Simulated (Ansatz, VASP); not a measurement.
# As in VASP and in Ansatz

POSCAR

```
As
1.0
    1.7950784285      1.0363890139      5.0542643309
   -1.7950784285      1.0363890139      5.0542643309
    0.0000000000     -2.0727780278      5.0542643309
As
2
Direct
    0.7883402482      0.7883402482      0.7883402482
    0.2116597518      0.2116597518      0.2116597518
```

The input INCAR.step1:

```
PREC = Accurate
ENCUT = 520
ISMEAR = -1
SIGMA = 0.1
LREAL = False
LASPH = True
NELM = 100
NBANDS = 12
GGA = PE
ALGO = Normal
EDIFF = 1E-4
LWAVE = True
LCHARG = False
```

INCAR.step2

```
PREC = Accurate
ENCUT = 520
EDIFF = 1E-6
ISMEAR = -1
SIGMA = 0.1
LREAL = False
LASPH = True
NELM = 100
ALGO = Normal
ISIF = 2
LWAVE = False
LCHARG = True
METAGGA = R2SCAN
LMIXTAU = True
LELF = True
LVHAR = True
NBANDS = 12
ISTART = 1
```

The input KPOINTS:

```
regular mesh
0
Gamma
  10 10 10
```

Input for Ansatz:

```yaml
crystal:
  lattice:
    - [1.7950784285, 1.0363890139, 5.0542643309]
    - [-1.7950784285, 1.0363890139, 5.0542643309]
    - [0.0, -2.0727780278, 5.0542643309]
  atoms:
    - { symbol: As, position: [0.7883402482, 0.7883402482, 0.7883402482] }
    - { symbol: As, position: [0.2116597518, 0.2116597518, 0.2116597518] }
hamiltonian:
  xc: r2scan
  pseudopotentials:
    kind: paw
    azcp:
      As: "pseudopotentials/As.paw.azcp"
basis:
  ecutwfc: 500
  fft_grid_basis: typed
kpoints:
  mp_grid: { grid: [10, 10, 10], shift: [0, 0, 0] }
magnetization:
  spin_polarized: false
scf:
  occupations: { method: fermi_dirac, width: 0.1 }
  lower_state_search: "off"
output:
  stress: true
  write_density: true
  write_potential: true
  elf: true
  volumetric_format: npy
```

Alike in both runs: task single point; functional r2SCAN; k mesh 10 × 10 × 10; occupations fermi-dirac, width 0.1 eV; no spin polarisation.

|  | VASP | Ansatz |
| --- | --- | --- |
| version | VASP 6.6.1 | Ansatz 0.2.0 |
| potentials or method | VASP PAW PBE potentials, release 64 (As), cutoff 520 eV | plane waves (500 eV) with PAW, scalar-relativistic |
| valence electrons in the cell | 10 | 30 |

```tsv
	VASP	Ansatz	Ansatz less VASP
pressure (GPa)	0.1	0.0	-0.12
traceless stress, the component that is largest in VASP (GPa)	0.11	0.02	-0.089
```

VASP's potentials were made for PBE, not for r2SCAN. The functional is the same, so the differences come from potentials, cutoffs and numerics. VASP's potentials hold 10 valence electrons a cell and Ansatz's 30, so a difference there can come from the potentials and not from the codes.
